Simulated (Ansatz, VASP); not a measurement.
**Fe in VASP and in Ansatz**

Contents of INCAR:

```
SYSTEM = Fe
PREC = Accurate
ENCUT = 600
EDIFF = 1E-6
ISMEAR = 0
SIGMA = 0.1
LREAL = .False.
LASPH = .True.
NELM = 150
ALGO = Normal
ISIF = 3
LWAVE = .False.
LCHARG = .False.
ISPIN = 2
MAGMOM = 2.65
LORBIT = 11
LMAXMIX = 4
GGA = PE
IBRION = 2
NSW = 100
EDIFFG = -0.005
```

KPOINTS

```
regular mesh
0
Gamma
  20 20 20
  0 0 0
```

The input POSCAR:

```
Fe
1.0
   -1.4315177500      1.4315177500      1.4315177500
    1.4315177500     -1.4315177500      1.4315177500
    1.4315177500      1.4315177500     -1.4315177500
Fe
1
Direct
    0.0000000000      0.0000000000      0.0000000000
```

Input for Ansatz:

```yaml
crystal:
  lattice:
    - [-1.43151775, 1.43151775, 1.43151775]
    - [1.43151775, -1.43151775, 1.43151775]
    - [1.43151775, 1.43151775, -1.43151775]
  atoms:
    - { symbol: Fe, position: [0.0, 0.0, 0.0], spin: 2.65 }
basis:
  ecutwfc: 420
kpoints:
  mp_grid: { grid: [20, 20, 20] }
hamiltonian:
  xc: pbe
scf:
  occupations: { method: gaussian, width: 0.1 }
output:
  forces: true
  stress: true
  eigenvalues: true
  populations: true
magnetization:
  spin_polarized: true
relax:
  adjacent_minimum: "off"
  f_tol: 0.005
  max_steps: 80
  cell: { stress_tol: 0.05 }
```

Alike in both runs: task relaxation of cell and atoms; functional PBE; k mesh 20 × 20 × 20; occupations gaussian, width 0.1 eV; collinear spin.

|  | VASP | Ansatz |
| --- | --- | --- |
| version | VASP 6.6.1 | Ansatz 0.2.0 |
| potentials or method | VASP PAW PBE potentials, release 64 (Fe), cutoff 600 eV | scalar-relativistic, plane waves, PAW |
| valence electrons in the cell | 8 | 16 |

|  | VASP | Ansatz | Ansatz less VASP |
| --- | --- | --- | --- |
| gap on the k mesh at the Fermi level, each at its own relaxed structure (eV) | none | none | - |
| net moment per atom (μB) | 2.20 | 2.17 | -0.025 |
| size of the moment on the site where the two differ most (μB) | 2.19 | 2.22 | +0.024 |
| relaxed volume (Å³/atom) | 11.35 | 11.36 | +0.005 |
| relaxed cell length with the largest relative difference (Å) | 2.452 | 2.452 | +0.0004 |

Site moments also hang on the region over which each program counts them. A gap of «none» marks a metal or a gap that the smearing closes. VASP's potentials hold 8 valence electrons a cell and Ansatz's 16, so a difference there can come from the potentials and not from the codes.
